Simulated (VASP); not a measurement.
Set up this calculation in VASP 6.6.1, as the native input.

| Quantity | Value |
| --- | --- |
| Task | single point |
| Functional | r2SCAN |
| Potentials or basis | VASP PAW PBE potentials, release 64 (Ce, O) |
| Cutoff | 800 eV |
| k mesh | 8 × 8 × 8 |
| Occupations | fermi-dirac, width 0.02 eV |
| Spin | no spin polarisation |
| Dipole correction | no |
| Further INCAR settings | ALGO = Normal; EDIFF = 1e-06; NBANDS = 19 |

The system is CeO2.

```
CELL_PARAMETERS angstrom
0.00000 2.71865 2.71865
2.71865 0.00000 2.71865
2.71865 2.71865 0.00000
ATOMIC_POSITIONS crystal
Ce 0.00000 0.00000 0.00000
O 0.25000 0.25000 0.25000
O 0.75000 0.75000 0.75000
```

One way to write it, as run:

POSCAR

```
CeO2
1.0
    0.0000000000      2.7186496227      2.7186496227
    2.7186496227      0.0000000000      2.7186496227
    2.7186496227      2.7186496227      0.0000000000
Ce O
1 2
Direct
    0.0000000000      0.0000000000      0.0000000000
    0.2500000000      0.2500000000      0.2500000000
    0.7500000000      0.7500000000      0.7500000000
```

INCAR.step1

```
SYSTEM = CeO2
ALGO = Normal
EDIFF = 1E-5
ENCUT = 800
GGA = PE
GGA_COMPAT = .False.
ISMEAR = -1
LASPH = .True.
LCHARG = .False.
LMAXMIX = 6
LREAL = .False.
LWAVE = .True.
NBANDS = 19
NELM = 200
PREC = Accurate
SIGMA = 0.02
```

INCAR.step2

```
SYSTEM = CeO2
ALGO = Normal
EDIFF = 1E-6
ENCUT = 800
GGA_COMPAT = .False.
ISIF = 2
ISMEAR = -1
ISTART = 1
LASPH = .True.
LCHARG = .False.
LMAXMIX = 6
LMIXTAU = .True.
LREAL = .False.
LWAVE = .False.
METAGGA = R2SCAN
NBANDS = 19
NELM = 200
PREC = Accurate
SIGMA = 0.02
```

KPOINTS

```
k-points
0
Gamma
  8 8 8
  0 0 0
```

Potentials or basis: VASP PAW PBE potentials, release 64 (Ce, O).

Command:

```sh
$ cat potpaw_PBE.64/Ce/POTCAR potpaw_PBE.64/O/POTCAR > POTCAR
$ cp INCAR.step1 INCAR
$ mpirun -np 1 vasp_std > vasp.out
$ cp INCAR.step2 INCAR
$ mpirun -np 1 vasp_std > vasp.out
```

Results of the run:

| Item | Value |
| --- | --- |
| Pressure | 0.0 GPa |
| Band gap on the k mesh | 2.16 eV (least direct gap 2.29 eV) |

Caveat: the PAW data sets were made with another functional, which shifts forces and pressure a little; spin-orbit coupling is left out, which moves the levels of the heavy elements.

It took 83 s on 1 thread of Intel(R) Xeon(R) 6975P-C (Granite Rapids), with other jobs on the host, peak memory 0.25 GiB.
